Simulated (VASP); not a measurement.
Here is a VASP 6.6.1 calculation.

Contents of INCAR:

```
PREC = Accurate
ENCUT = 520
EDIFF = 1E-6
ISMEAR = 0
SIGMA = 0.02
LREAL = False
LASPH = True
NELM = 60
ALGO = Normal
ISIF = 2
LWAVE = False
LCHARG = False
GGA = PS
NBANDS = 45
```

The input KPOINTS:

```
Automatic mesh
0
Gamma
  6 6 6
```

Contents of POSCAR:

```
HfZr2S6
1.0
    3.1818813539      1.8370600562      6.7758399381
   -3.1818813539      1.8370600562      6.7758399381
    0.0000000000     -3.6741201125      6.7758399381
Zr Hf S
2 1 6
Direct
    0.1666617970      0.1666617970      0.1666617970
    0.8333382030      0.8333382030      0.8333382030
    0.5000000000      0.5000000000      0.5000000000
    0.0977510232      0.4287870506      0.7598043137
    0.4287870506      0.7598043137      0.0977510232
    0.7598043137      0.0977510232      0.4287870506
    0.2401956863      0.9022489768      0.5712129494
    0.5712129494      0.2401956863      0.9022489768
    0.9022489768      0.5712129494      0.2401956863
```

Potentials or basis: VASP PAW PBE potentials, release 64 (Zr_sv, Hf_pv, S).

Run with:

```bash
$ cat potpaw_PBE.64/Zr_sv/POTCAR potpaw_PBE.64/Hf_pv/POTCAR potpaw_PBE.64/S/POTCAR > POTCAR
$ mpirun -np 1 vasp_std > vasp.out
```

(1) What does it give for the pressure?

(2) Predict the band gap on the k mesh.

(3) Estimate the largest force.

## Answers

(1) -2.7 GPa.

(2) 1.09 eV (least direct gap 1.54 eV).

(3) 0.274 eV/Å.

Caveat: the PAW data sets were made with another functional, which shifts forces and pressure a little; spin-orbit coupling is left out, which moves the levels of the heavy elements.
